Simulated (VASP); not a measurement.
Wanted: the native input for a VASP 6.6.1 run.

```
Task                   : electric field gradients
Functional             : PBE
Potentials or basis    : VASP PAW PBE potentials, release 64 (K_sv, I)
Cutoff                 : 520 eV
k mesh                 : 9 × 9 × 9
Occupations            : fermi-dirac, width 0.03 eV
Spin                   : no spin polarisation
Dipole correction      : no
Further INCAR settings : ALGO = Normal; EDIFF = 1e-08; NBANDS = 15
```

The structure of KI (zincblende type) lies in POSCAR:

```
KI
1.0
    0.0000000000      4.0600582643      4.0600582643
    4.0600582643      0.0000000000      4.0600582643
    4.0600582643      4.0600582643      0.0000000000
K I
1 1
Direct
    0.0000000000      0.0000000000      0.0000000000
    0.2500000000      0.2500000000      0.2500000000
```

This cell differs from its parent crystal: volume scaled by 1.05.

The input as run:

INCAR

```
SYSTEM = KI
PREC     = Accurate       ! precision mode
ENCUT    = 520            ! plane-wave cutoff, eV
EDIFF    = 1E-8           ! SCF threshold, eV
ISMEAR   = -1             ! smearing method
SIGMA    = 0.03           ! smearing width, eV
LREAL    = .FALSE.        ! projectors in reciprocal space
LASPH    = .TRUE.         ! aspherical terms in the spheres
NELM     = 60             ! most SCF steps
ALGO     = Normal         ! electronic algorithm
ISIF     = 2              ! what is computed and relaxed
LWAVE    = .FALSE.        ! write WAVECAR
LCHARG   = .FALSE.        ! write CHGCAR
GGA      = PE             ! functional
LEFG     = .TRUE.       
NBANDS   = 15             ! bands
```

KPOINTS

```
Automatic mesh
0
G
  9 9 9
  0 0 0
```

Potentials or basis: VASP PAW PBE potentials, release 64 (K_sv, I).

Launch:

```bash
$ cat potpaw_PBE.64/K_sv/POTCAR potpaw_PBE.64/I/POTCAR > POTCAR
$ mpirun -np 1 vasp_std > vasp.out
```

Results of the run:

```
Pressure               : -0.3 GPa
Band gap on the k mesh : 3.82 eV, indirect (the least direct gap lies 1.5 meV higher)
```

Caveat: without QUAD_EFG the Cq values of the log hold for a quadrupole moment of 1 mb, not for the nuclei; spin-orbit coupling is left out, which moves the levels of the heavy elements.

Run time: 110 s on 1 thread of Intel(R) Xeon(R) Platinum 8259CL CPU @ 2.50GHz (Skylake/Cascade Lake), on a shared host, peak memory 0.34 GiB.
